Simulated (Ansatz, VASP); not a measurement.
# SrCl2: VASP beside Ansatz

File POSCAR:

```
SrCl2
1.0
    4.4072489055      0.0000000000      0.0000000000
   -2.2036244528      3.8167895130      0.0000000000
    0.0000000000      0.0000000000      5.4779880476
Sr Cl
1 2
Direct
    0.0000000000      0.0000000000      0.0000000000
    0.3333333333      0.6666666667      0.2526730144
    0.6666666667      0.3333333333      0.7473269856
```

The input INCAR.step1:

```
PREC = Accurate
ENCUT = 520
ISMEAR = 0
SIGMA = 0.01
LREAL = False
LASPH = True
NELM = 80
NBANDS = 19
GGA = PE
ALGO = Normal
EDIFF = 1E-4
LWAVE = True
LCHARG = False
```

Contents of INCAR.step2:

```
PREC = Accurate
ENCUT = 520
EDIFF = 1E-7
ISMEAR = 0
SIGMA = 0.01
LREAL = False
LASPH = True
NELM = 80
ALGO = Normal
ISIF = 2
LWAVE = False
LCHARG = False
METAGGA = R2SCAN
LMIXTAU = True
NBANDS = 19
ISTART = 1
```

Contents of KPOINTS:

```
Automatic mesh
0
Gamma
  6 6 6
```

Input for Ansatz:

```yaml
crystal:
  lattice:
    - [4.4072489055, 0.0, 0.0]
    - [-2.2036244528, 3.816789513, 0.0]
    - [0.0, 0.0, 5.4779880476]
  atoms:
    - { symbol: Sr, position: [0.0, 0.0, 0.0] }
    - { symbol: Cl, position: [0.3333333333, 0.6666666667, 0.2526730144] }
    - { symbol: Cl, position: [0.6666666667, 0.3333333333, 0.7473269856] }
kpoints:
  mp_grid: { grid: [6, 6, 6] }
  band_path:
    path:
      - [0.0, 0.0, 0.0]
      - [0.5, 0.0, 0.0]
      - [0.3333333333, 0.3333333333, 0.0]
      - [0.0, 0.0, 0.5]
      - [0.5, 0.0, 0.5]
      - [0.3333333333, 0.3333333333, 0.5]
    npoints: 1
hamiltonian:
  xc: r2scan
scf:
  occupations: { method: fixed }
  n_extra_bands: 4
output:
  forces: true
  stress: true
  eigenvalues: true
```

Change from the starting cell: uniaxial_z strain -2.1%.

Alike in both runs: task single point; functional r2SCAN; k mesh 6 × 6 × 6; no spin polarisation.

```csv
,VASP,Ansatz
version,VASP 6.6.1,Ansatz 0.2.0
potentials or method,"VASP PAW PBE potentials, release 64 (Sr_sv, Cl)","plane waves, PAW"
plane-wave cutoff (eV),520,500
occupations,"gaussian, width 0.01 eV",fixed
valence electrons in the cell,24,24
```

|  | VASP | Ansatz | Ansatz less VASP |
| --- | --- | --- | --- |
| gap on the k mesh at the Fermi level (eV) | 5.75 | 5.75 | +0.001 |
| pressure (GPa) | 0.9 | 0.9 | -0.05 |
| traceless stress, the component that is largest in VASP (GPa) | 0.07 | 0.10 | +0.031 |
| rms of the force components (eV/Å) | 0.004 | 0.005 | +0.0016 |

VASP's potentials were made for PBE, not for r2SCAN. Atom by atom the forces differ by 0.009 eV/Å (rms over components).
